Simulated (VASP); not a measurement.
# ZnO (P6_3mc) in VASP: vibrations by perturbation theory with LDA

Aim: the vibrations by perturbation theory of ZnO with LDA.

Everything below comes from runs of VASP 6.6.1. Logs are shortened: lines on timing, memory, paths and dates and some standing lists are left out, and cuts for length are marked.

## (1) The cell of the first run

It takes space group P6_3mc (No. 186, hexagonal). Conventional cell: a = 3.187 Å, b = 3.187 Å, c = 5.153 Å, α = 90.00°, β = 90.00°, γ = 120.00°. Within 2.6 Å of Zn (site symmetry 3m) lie 4 O at 1.94 to 1.95 Å. O (site symmetry 3m) has 4 Zn at 1.94 to 1.95 Å within 2.6 Å.

## (2) Vibrations by perturbation theory, LDA

INCAR

```
PREC = Accurate
ENCUT = 520
EDIFF = 1E-8
ISMEAR = 0
SIGMA = 0.01
LREAL = False
LASPH = True
NELM = 60
ALGO = Normal
ISIF = 2
LWAVE = False
LCHARG = False
IBRION = 8
NSW = 1
LEPSILON = True
```

KPOINTS

```
regular mesh
0
Gamma
  9 9 6
```

POSCAR

```
ZnO
1.0
    3.1873714185      0.0000000000      0.0000000000
   -1.5936857093      2.7603446197      0.0000000000
    0.0000000000      0.0000000000      5.1527902639
Zn O
2 2
Direct
    0.3333333333      0.6666666667      0.0022836140
    0.6666666667      0.3333333333      0.5022836140
    0.3333333333      0.6666666667      0.3807163860
    0.6666666667      0.3333333333      0.8807163860
```

Potentials or basis: VASP PAW LDA potentials, release 64 (Zn, O).

Started as:

```bash
$ cat potpaw_LDA.64/Zn/POTCAR potpaw_LDA.64/O/POTCAR > POTCAR
$ mpirun -np 1 vasp_std > vasp.out
```

OUTCAR:

```text
PREC = Accurate
   ENCUT = 520
   EDIFF = 1E-8
   ISMEAR = 0
   LREAL = False
   LASPH = True
   NELM = 60
   ISIF = 2
   IBRION = 8
   NSW = 1
   LEPSILON = True

 ion  position               nearest neighbor table
   1  0.333  0.667  0.002-   4 1.94   4 1.94   4 1.94   3 1.95
   2  0.667  0.333  0.502-   3 1.94   3 1.94   3 1.94   4 1.95
   3  0.333  0.667  0.381-   2 1.94   2 1.94   2 1.94   1 1.95
   4  0.667  0.333  0.881-   1 1.94   1 1.94   1 1.94   2 1.95

  LATTYP: Found a hexagonal cell.
 ALAT       =     3.1873714185
 C/A-ratio  =     1.6166268650

  Lattice vectors:

 A1 = (   3.1873714185,   0.0000000000,   0.0000000000)
 A2 = (  -1.5936857093,   2.7603446197,   0.0000000000)
 A3 = (   0.0000000000,   0.0000000000,   5.1527902639)

Analysis of symmetry for initial positions (statically):
=====================================================================
 Subroutine PRICEL returns:
 Original cell was already a primitive cell.

 Routine SETGRP: Setting up the symmetry group for a
 hexagonal supercell.

 Subroutine GETGRP returns: Found 12 space group operations
 (whereof  6 operations were pure point group operations)
 out of a pool of 24 trial point group operations.

The static configuration has the point symmetry C_3v.
 The point group associated with its full space group is C_6v.

Analysis of symmetry for dynamics (positions and initial velocities):
=====================================================================
 Subroutine PRICEL returns:
 Original cell was already a primitive cell.

 Routine SETGRP: Setting up the symmetry group for a
 hexagonal supercell.

 Subroutine GETGRP returns: Found 12 space group operations
 (whereof  6 operations were pure point group operations)
 out of a pool of 24 trial point group operations.

The dynamic configuration has the point symmetry C_3v.
 The point group associated with its full space group is C_6v.

 Subroutine INISYM returns: Found 12 space group operations
 (whereof  6 operations are pure point group operations),
 and found     1 'primitive' translations

----------------------------------------------------------------------------------------

                                     Primitive cell

  volume of cell :      45.3355

  direct lattice vectors                    reciprocal lattice vectors
     3.187371419  0.000000000  0.000000000     0.313738146  0.181136803  0.000000000
    -1.593685709  2.760344620  0.000000000     0.000000000  0.362273606  0.000000000
     0.000000000  0.000000000  5.152790264     0.000000000  0.000000000  0.194069611

  length of vectors
     3.187371419  3.187371419  5.152790264     0.362273606  0.362273606  0.194069611

  position of ions in fractional coordinates (direct lattice)
     0.333333333  0.666666667  0.002283614
     0.666666667  0.333333333  0.502283614
     0.333333333  0.666666667  0.380716386
     0.666666667  0.333333333  0.880716386

  ion indices of the primitive-cell ions
   primitive index   ion index
[... 792 lines left out ...]
     0.37724 -0.00000  0.00000
    -0.00000  0.37724  0.00000
     0.00000  0.00000 -0.76933

[... ionic steps 4 to 9 ...]

--------------------------------------- Ionic step       10  -------------------------------------------

------------------------ aborting loop because EDIFF is reached ----------------------------------------

[... ionic steps 11 to 11 ...]

--------------------------------------- Ionic step       12  -------------------------------------------

 Free energy of the ion-electron system (eV)
  ---------------------------------------------------
  ---------------------------------------------------
  free energy    TOTEN  =        -0.37134680 eV

  energy without entropy =       -0.37134680

------------------------ aborting loop because EDIFF is reached ----------------------------------------

 INTERNAL STRAIN TENSOR  FOR ION    3  DIRECTION 3   (eV/Angst):
 -----------------------------------------------------------------------------
     5.37205 -0.00000  0.00000
    -0.00000  5.37205 -0.00000
    -0.00000 -0.00000-10.49920

 MACROSCOPIC STATIC DIELECTRIC TENSOR (including local field effects in DFT)
 ------------------------------------------------------
           5.649022    -0.000000     0.000000
          -0.000000     5.649022    -0.000000
           0.000000     0.000000     5.446669
 ------------------------------------------------------

 PIEZOELECTRIC TENSOR (including local field effects)  for field in x, y, z        (e  Angst)
          XX          YY          ZZ          XY          YZ          ZX
  --------------------------------------------------------------------------------
  x     0.00000     0.00000     0.00000     0.00000    -0.00000     1.15405
  y     0.00000    -0.00000     0.00000    -0.00000     1.15406    -0.00000
  z     1.06744     1.06744    -2.17692    -0.00000     0.00000     0.00000

 PIEZOELECTRIC TENSOR (including local field effects)  for field in x, y, z        (C/m^2)
          XX          YY          ZZ          XY          YZ          ZX
  --------------------------------------------------------------------------------
  x     0.00000     0.00000     0.00000     0.00000    -0.00000     0.40785
  y     0.00000    -0.00000     0.00000    -0.00000     0.40785    -0.00000
  z     0.37724     0.37724    -0.76933    -0.00000     0.00000     0.00000

 BORN EFFECTIVE CHARGES (including local field effects) (in |e|, cummulative output)
 ---------------------------------------------------------------------------------
 ion    1
    1     2.09196    -0.00000     0.00000
    2    -0.00000     2.09196     0.00000
    3    -0.00000     0.00000     2.14001
 ion    2
    1     2.09196    -0.00000    -0.00000
    2    -0.00000     2.09196    -0.00000
    3     0.00000     0.00000     2.14001
 ion    3
    1    -2.09196     0.00000     0.00000
    2     0.00000    -2.09196     0.00000
    3    -0.00000     0.00000    -2.14001
 ion    4
    1    -2.09196     0.00000     0.00000
    2     0.00000    -2.09196     0.00000
    3     0.00000     0.00000    -2.14001

 INTERNAL STRAIN TENSOR FOR ION    4 for displacements in x,y,z  (eV/Angst):
          X           Y           Z          XY          YZ          ZX
  --------------------------------------------------------------------------------
  x    -0.00000     0.00000     0.00000     9.26549    -0.00000     5.22037
  y     9.26549    -9.26549     0.00000     0.00000     5.43483    -0.00000
  z     5.37205     5.37205   -10.49920    -0.00000    -0.00000    -0.00000

 SECOND DERIVATIVES (NOT SYMMETRIZED)
 ------------------------------------
               1X          1Y          1Z          2X          2Y          2Z          3X          3Y          3Z          4X          4Y          4Z
  1X    -8.673597    0.000000    0.000000    0.357826   -0.000000   -0.000000   -0.037874    0.000000    0.000000    8.353645   -0.000000   -0.000000
  1Y     0.000000   -8.673597    0.000000   -0.000000    0.357826    0.000000    0.000000   -0.037874    0.000000   -0.000000    8.353645   -0.000000
  1Z     0.000000    0.000000  -12.745987    0.000000   -0.000000    5.133544    0.000000    0.000000    5.860775   -0.000000    0.000000    1.751668
  2X     0.357826   -0.000000    0.000000   -8.673597    0.000000   -0.000000    8.353645   -0.000000    0.000000   -0.037874    0.000000   -0.000000
  2Y    -0.000000    0.357826   -0.000000    0.000000   -8.673597   -0.000000   -0.000000    8.353645    0.000000    0.000000   -0.037874   -0.000000
  2Z     0.000000    0.000000    5.133544    0.000000    0.000000  -12.745987    0.000000    0.000000    1.751668   -0.000000   -0.000000    5.860775
  3X    -0.042465    0.000000    0.000000    8.359506   -0.000000    0.000000   -9.317544    0.000000   -0.000000    1.000503   -0.000000   -0.000000
  3Y     0.000000   -0.042465   -0.000000   -0.000000    8.359506    0.000000    0.000000   -9.317544    0.000000   -0.000000    1.000503    0.000000
  3Z    -0.000000   -0.000000    5.888272    0.000000    0.000000    1.718221    0.000000   -0.000000  -12.910693   -0.000000    0.000000    5.304200
  4X     8.359506   -0.000000    0.000000   -0.042465    0.000000   -0.000000    1.000503   -0.000000   -0.000000   -9.317544    0.000000   -0.000000
  4Y    -0.000000    8.359506    0.000000    0.000000   -0.042465    0.000000   -0.000000    1.000503    0.000000    0.000000   -9.317544    0.000000
  4Z     0.000000    0.000000    1.718221    0.000000    0.000000    5.888272    0.000000    0.000000    5.304200   -0.000000    0.000000  -12.910693

 Eigenvectors and eigenvalues of the dynamical matrix
 ----------------------------------------------------

   1 f  =   16.815566 THz   105.655317 2PiTHz  560.906904 cm-1    69.543562 meV
             X         Y         Z           dx          dy          dz
     -0.000000  1.840230  0.011767     0.000000    0.000000    0.101366
      1.593686  0.920115  2.588162    -0.000000   -0.000000   -0.101366
     -0.000000  1.840230  1.961752     0.000000    0.000000   -0.699804
      1.593686  0.920115  4.538147    -0.000000   -0.000000    0.699804
[... 71 lines left out ...]
  12 f/i=    0.001869 THz     0.011744 2PiTHz    0.062346 cm-1     0.007730 meV
             X         Y         Z           dx          dy          dz
     -0.000000  1.840230  0.011767    -0.000000   -0.000000   -0.633756
      1.593686  0.920115  2.588162    -0.000000   -0.000000   -0.633756
     -0.000000  1.840230  1.961752    -0.000000   -0.000000   -0.313614
      1.593686  0.920115  4.538147    -0.000000   -0.000000   -0.313614

--------------------------------------------------------------------------------------------------------

 MACROSCOPIC STATIC DIELECTRIC TENSOR IONIC CONTRIBUTION
 ------------------------------------------------------
           4.200753    -0.000000    -0.000000
          -0.000000     4.200753    -0.000000
          -0.000000    -0.000000     4.804365
 ------------------------------------------------------

 ELASTIC MODULI CONTR FROM IONIC RELAXATION (kBar)
 Direction    XX          YY          ZZ          XY          YZ          ZX
 --------------------------------------------------------------------------------
 XX        -864.6333    330.1360    524.4127      0.0000      0.0000      0.0000
 YY         330.1360   -864.6333    524.4127      0.0000      0.0000     -0.0000
 ZZ         524.4127    524.4127  -1029.0369     -0.0000     -0.0000     -0.0000
 XY           0.0000      0.0000     -0.0000   -597.3847     -0.0000     -0.0000
 YZ          -0.0000      0.0000     -0.0000     -0.0000   -235.2033      0.0000
 ZX           0.0000     -0.0000     -0.0000      0.0000      0.0000   -234.2780
 --------------------------------------------------------------------------------

 PIEZOELECTRIC TENSOR IONIC CONTR  for field in x, y, z        (C/m^2)
          XX          YY          ZZ          XY          YZ          ZX
  --------------------------------------------------------------------------------
  x     0.00000    -0.00000    -0.00000     0.00000     0.00000    -0.93347
  y     0.00000     0.00000    -0.00000    -0.00000    -0.93531     0.00000
  z    -1.06622    -1.06622     2.09221     0.00000     0.00000     0.00000
```

It took 13 min on 1 thread of AMD EPYC 9R45 (Zen 5), shared host; peak memory 0.56 GiB.

Results:

| Quantity | Value |
| --- | --- |
| Electronic dielectric tensor (diagonal) | 5.65, 5.65, 5.45 |
| Born charges (mean of the diagonal) | Zn +2.11; O -2.11 e |
| Highest phonon frequency at Γ, LO-TO splitting left out | 561 cm⁻¹ |

Phonon frequencies in cm⁻¹ (negative: imaginary):
| q point | frequencies |
| --- | --- |
| (0.000, 0.000, 0.000) | 0 0 0 88 88 263 401 419 419 453 453 561 |

Electronic dielectric tensor:
```
5.65 0.00 0.00
0.00 5.65 0.00
0.00 0.00 5.45
```

Born effective charge tensors (e):
atom 1, Zn
```
2.09 0.00 0.00
0.00 2.09 0.00
0.00 0.00 2.14
```
atom 2, Zn
```
2.09 0.00 0.00
0.00 2.09 0.00
0.00 0.00 2.14
```
atom 3, O
```
-2.09  0.00  0.00
 0.00 -2.09  0.00
 0.00  0.00 -2.14
```
atom 4, O
```
-2.09  0.00  0.00
 0.00 -2.09  0.00
 0.00  0.00 -2.14
```

Caveat: the cell stands under pressure or tension, which shifts response properties.
